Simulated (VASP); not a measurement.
Wanted: the native input for a VASP 6.6.1 run.

- Task: relaxation of cell and atoms
- Functional: PBE
- Potentials or basis: VASP PAW PBE potentials, release 64 (Bi_d)
- Cutoff: 600 eV
- k mesh: 6 × 6 × 6
- Occupations: gaussian, width 0.05 eV
- Spin: no spin polarisation
- Dipole correction: no
- Further INCAR settings: ALGO = Fast; EDIFF = 1e-07; IBRION = 2; EDIFFG = -0.03; NSW = 80; ISIF = 3

The structure of Bi lies in POSCAR:

```
Bi
1.0
    2.2251432831      1.2846870735      4.1262563025
   -2.2251432831      1.2846870735      4.1262563025
    0.0000000000     -2.5693741469      4.1262563025
Bi
2
Direct
    0.2275400000      0.2275400000      0.2275400000
    0.7724600000      0.7724600000      0.7724600000
```

The input as run:

INCAR

```
SYSTEM = Bi
PREC = Accurate ; ENCUT = 600
EDIFF = 1E-7 ; ISMEAR = 0
SIGMA = 0.05 ; LREAL = .False.
LASPH = .True. ; NELM = 80
ALGO = Fast ; ISIF = 3
LWAVE = .False. ; LCHARG = .False.
GGA = PE ; IBRION = 2
NSW = 80 ; EDIFFG = -0.03
```

KPOINTS

```
regular mesh
0
Gamma
  6 6 6
  0 0 0
```

Potentials or basis: VASP PAW PBE potentials, release 64 (Bi_d).

Run with:

```console
$ cat potpaw_PBE.64/Bi_d/POTCAR > POTCAR
$ mpirun -np 1 vasp_std > vasp.out
```

Results of the run:

```
Relaxed volume                         : 36.95 Å³/atom
Relaxed cell                           : a = 4.850 Å, b = 4.850 Å, c = 4.850 Å, α = 56.37°, β = 56.37°, γ = 56.37°
Space group after relaxing (to 0.05 Å) : R-3m (No. 166)
Energy gained by relaxing              : 49.8 meV/atom
Ionic steps                            : 10
Pressure after relaxing                : 0.0 GPa
Band gap on the k mesh                 : zero (band 15 reaches 5.67 eV, above the bottom of band 16 at 5.59 eV)
```

Caveat: spin-orbit coupling is left out, which moves the levels of the heavy elements.

It took 13 min on 1 thread of AMD EPYC 7R13 Processor (Zen 3) (shared host), peak memory 0.24 GiB.
